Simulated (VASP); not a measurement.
Set up this calculation in VASP 6.6.1, as the native input.

```
Task                   : single point
Functional             : PBE
Potentials or basis    : VASP PAW PBE potentials, release 64 (Si, C)
Cutoff                 : 520 eV
k mesh                 : 10 × 10 × 10
Occupations            : fermi-dirac, width 0.02 eV
Spin                   : no spin polarisation
Dipole correction      : no
Further INCAR settings : ALGO = Normal; EDIFF = 1e-06; NBANDS = 11
```

The structure of SiC lies in POSCAR:

```
SiC
1.0
    0.0000000000      2.0138692214      2.0138692214
    2.0138692214      0.0000000000      2.0138692214
    2.0138692214      2.0138692214      0.0000000000
Si C
1 1
Direct
    0.0000000000      0.0000000000      0.0000000000
    0.5000000000      0.5000000000      0.5000000000
```

One way to write it, as run:

INCAR

```
PREC = Accurate
ENCUT = 520
EDIFF = 1E-6
ISMEAR = -1
SIGMA = 0.02
LREAL = F
LASPH = T
NELM = 100
ALGO = Normal
ISIF = 2
LWAVE = F
LCHARG = F
GGA = PE
NBANDS = 11
```

KPOINTS

```
Automatic mesh
0
Gamma
  10 10 10
```

Potentials or basis: VASP PAW PBE potentials, release 64 (Si, C).

Launch:

```bash
$ cat potpaw_PBE.64/Si/POTCAR potpaw_PBE.64/C/POTCAR > POTCAR
$ mpirun -np 1 vasp_std > vasp.out
```

It gave:

```
Pressure               : 5.6 GPa
Band gap on the k mesh : zero (band 4 reaches 12.73 eV, above the bottom of band 5 at 11.81 eV)
```

It took 15 s on 1 thread of Intel Xeon 8259CL, on a shared host, peak memory 0.13 GiB.
